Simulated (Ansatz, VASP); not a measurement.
Hf: VASP beside Ansatz

```xyz
1
Lattice="-1.8386 1.8599 1.8338 1.8210 -1.8029 1.7592 1.7967 1.7609 -1.7768" Properties=species:S:1:pos:R:3 pbc="T T T"
Hf   -0.0235   -0.0032    0.0174
```

Change from the starting cell: cell strained at random at fixed volume.

Alike in both runs: functional BLYP; k mesh 7 × 7 × 7; occupations fermi-dirac, width 0.1 eV; non-collinear spin, spin-orbit coupling.

|  | VASP | Ansatz |
| --- | --- | --- |
| version | VASP 6.6.1 | Ansatz 0.2.0 |
| potentials or method | VASP PAW PBE potentials, release 64 (Hf_pv), cutoff 520 eV | all-electron LAPW, relativistic spinors |
| task | single point | band structure |

```csv
,VASP,Ansatz,Ansatz less VASP
pressure (GPa),-1.7,-1.7,-0.05
"traceless stress, the component that is largest in VASP (GPa)",-1.19,-1.34,-0.155
net moment per atom (μB),0.00,0.00,0.000
```

VASP's potentials were made for PBE, not for BLYP. Ansatz ran all-electron here, and VASP with PAW potentials.

Noted on Ansatz's run: the k mesh is thin for a metal, which can move the energy by tens of meV per atom.
